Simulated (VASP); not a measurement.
## P3O2: relaxation of cell and atoms with PBE

P3O2:

```xyz
5
Lattice="3.0536 0.0000 0.0000 -1.5268 2.6445 0.0000 0.0000 0.0000 10.8535" Properties=species:S:1:pos:R:3 pbc="T T T"
P     0.0000    0.0000    0.0000
P     0.0000    1.7630    6.0774
P     1.5268    0.8815    4.7761
O     0.0000    1.7630    0.8832
O     1.5268    0.8815    9.9704
```

| Property | Result |
| --- | --- |
| Program | VASP 6.6.1 |
| Task | relaxation of cell and atoms |
| Functional | PBE |
| Potentials or basis | VASP PAW PBE potentials, release 64 (P, O) |
| Cutoff | 600 eV |
| k mesh | 12 × 12 × 4 |
| Occupations | gaussian, width 0.1 eV |
| Spin | no spin polarisation |
| Dipole correction | no |
| Further INCAR settings | ALGO = Normal; EDIFF = 1e-06; IBRION = 2; EDIFFG = -0.01; NSW = 100; ISIF = 3 |

```json
{
 "Relaxed volume": "17.52 Å³/atom",
 "Relaxed cell": "a = 3.056 Å, b = 3.056 Å, c = 10.830 Å, α = 90.00°, β = 90.00°, γ = 120.00°",
 "Space group after relaxing (to 0.1 Å)": "P-3m1 (No. 164)",
 "Energy gained by relaxing": "0.2 meV/atom",
 "Ionic steps": "7",
 "Pressure after relaxing": "0.0 GPa",
 "Largest force after relaxing": "0.004 eV/Å",
 "Band gap on the k mesh": "zero (an odd number of electrons rules out a gap without spin polarisation)"
}
```

Forces on the atoms (eV/Å):
```
P    0.000  0.000  0.000
P    0.000  0.000  0.001
P    0.000  0.000 -0.001
O    0.000  0.000 -0.004
O    0.000  0.000  0.004
```

Step by step:
| step | energy change (eV) | largest force (eV/Å) | pressure (GPa) | volume (Å³) |
| --- | --- | --- | --- | --- |
| 1 | 0.0000 | 0.0867 | -0.25 | 87.64 |
| 2 | -0.0003 | 0.0804 | 0.29 | 87.30 |
| 3 | -0.0005 | 0.0399 | 0.11 | 87.42 |
| 4 | -0.0008 | 0.0124 | 0.08 | 87.47 |
| 5 | -0.0008 | 0.0267 | 0.06 | 87.50 |
| 6 | -0.0008 | 0.0219 | 0.06 | 87.49 |
| 7 | -0.0008 | 0.0039 | -0.01 | 87.59 |

Final structure:
```
P O
1.0
     3.05596    0.00000    0.00000
    -1.52798    2.64654    0.00000
     0.00000    0.00000   10.83014
P O
3 2
Direct
  0.00000 0.00000 0.00000
  0.33333 0.66667 0.55989
  0.66667 0.33333 0.44011
  0.33333 0.66667 0.08064
  0.66667 0.33333 0.91936
```

Levels at points of the mesh, in eV from the Fermi level:
| k point | band 11 | band 12 | band 13 | band 14 | band 15 | band 16 | band 17 |
| --- | --- | --- | --- | --- | --- | --- | --- |
| (0.00, 0.00, 0.00) | -2.64 | -1.87 | 0.05 | 0.05 | 0.64 | 3.97 | 3.99 |
| (0.50, 0.00, 0.00) | -3.72 | -2.69 | -2.68 | -0.16 | 1.57 | 2.15 | 2.73 |
| (0.00, 0.00, 0.50) | -2.44 | -2.00 | 0.05 | 0.05 | 0.64 | 3.97 | 4.00 |
| (0.50, 0.00, 0.50) | -3.73 | -2.69 | -2.68 | -0.16 | 1.57 | 2.22 | 2.66 |

It took 2.1 min on 1 thread of Intel(R) Xeon(R) 6975P-C (Granite Rapids) (shared host), peak memory 0.28 GiB.

Caveat: this functional lacks dispersion, which binds the layers, so the pressure and a relaxed spacing across them are unreliable; an odd number of electrons without spin polarisation forces a metal; a magnetic or distorted state may lie lower.
